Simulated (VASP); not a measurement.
Wanted: the native input for a VASP 6.6.1 run.

```
Task                   : single point
Functional             : PBE
Dispersion             : D3(BJ)
Potentials or basis    : VASP PAW PBE potentials, release 64 (Mg, O, H)
Cutoff                 : 520 eV
k mesh                 : 2 × 2 × 2
Occupations            : gaussian, width 0.05 eV
Spin                   : collinear spin
Starting moments       : [0.0, 0.0, 0.0, 0.0, 0.0, 0.0, 0.0, 0.0, 0.08, 0.08, 0.0, 0.08, 0.0, 0.08, 0.0, 0.0, 0.33] μB
Dipole correction      : no
Further INCAR settings : LREAL = Auto; ALGO = Normal; EDIFF = 1e-06; NBANDS = 50
```

The structure of Mg8HO8 (a cell with a defect) lies in POSCAR:

```
Mg8HO8
1.0
    0.0000000000      3.8590000000      3.8590000000
    3.8590000000      0.0000000000      3.8590000000
    3.8590000000      3.8590000000      0.0000000000
Mg O H
8 8 1
Direct
   -0.0125310961     -0.0020029800      0.0170980824
    0.0044324955     -0.0007069189      0.5043306556
   -0.0081097435      0.5016969422      0.0058643431
    0.0044994817      0.4925751490      0.5043458150
    0.4968960871      0.0039432495     -0.0032682042
    0.5171602747     -0.0020421094      0.4873877948
    0.4969424721      0.5029448044     -0.0031679192
    0.5059433791      0.5016433014      0.4918132936
    0.2528560508      0.2511535372      0.2455023322
    0.2526877429      0.2733555325      0.7526356569
    0.2481506867      0.7529125421      0.2466674009
    0.2526236072      0.7231429127      0.7525593418
    0.7496525006      0.2529017880      0.2496208862
    0.7456370821      0.2511206271      0.7527381446
    0.7497014771      0.7485579166      0.2495488469
    0.7468009847      0.7529359938      0.7480264317
    0.1856807463      0.0661464110      0.6856330656
```

The input as run:

INCAR

```
SYSTEM = Mg8HO8
ALGO = Normal
EDIFF = 1E-6
ENCUT = 520
GGA = PE
ISIF = 2
ISMEAR = 0
ISPIN = 2
IVDW = 12
LASPH = .True.
LCHARG = .False.
LORBIT = 11
LREAL = Auto
LWAVE = .False.
MAGMOM = 0 0 0 0 0 0 0 0 0.08 0.08 0 0.08 0 0.08 0 0 0.33
NBANDS = 50
NELM = 150
PREC = Accurate
SIGMA = 0.05
```

KPOINTS

```
k-points
0
Gamma
  2 2 2
  0 0 0
```

Potentials or basis: VASP PAW PBE potentials, release 64 (Mg, O, H).

Run with:

```sh
$ cat potpaw_PBE.64/Mg/POTCAR potpaw_PBE.64/O/POTCAR potpaw_PBE.64/H/POTCAR > POTCAR
$ mpirun -np 1 vasp_std > vasp.out
```

Results of the run:

```yaml
Pressure: 83.3 GPa
Largest_force: 1.450 eV/Å
Net_moment: 0.00 μB per cell
Valence_electrons_inside_the_program's_atomic_spheres: Mg 0.67, 0.62, 0.69, 0.65; O 5.29, 5.26, 5.31; H 0.68
Dispersion_energy_per_atom: -0.376 eV
```

Caveat: the k points lie up to 0.71 Å⁻¹ apart.

It took 6.1 min on 1 thread of Intel Xeon 6975P-C, with other jobs on the host, peak memory 0.39 GiB.
